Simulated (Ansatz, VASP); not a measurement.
**LiH: VASP beside Ansatz**

```
CELL_PARAMETERS angstrom
-0.01002 2.00349 2.00349
2.00349 -0.01002 2.00349
1.99348 1.99348 0.00000
ATOMIC_POSITIONS crystal
Li 0.00000 0.00000 0.00000
H 0.50000 0.50000 0.50000
```

Change from the starting cell: xy shear strain of -1 %, crystal datasets.

Alike in both runs: task electric field gradients; functional PBE; k mesh 14 × 14 × 14; occupations fermi-dirac, width 0.08 eV; no spin polarisation.

|  | VASP | Ansatz |
| --- | --- | --- |
| version | VASP 6.6.1 | Ansatz 0.2.0 |
| potentials or method | VASP PAW PBE potentials, release 64 (Li_sv, H), cutoff 520 eV | all-electron PAW with datasets made for the crystal, scalar-relativistic |

```csv
,VASP,Ansatz,Ansatz less VASP
gap on the k mesh at the Fermi level (eV),2.98,2.98,+0.006
```

Ansatz ran all-electron here, and VASP with PAW potentials.

Noted on VASP's run: the cutoff is short for stress, so the pressure is rough.
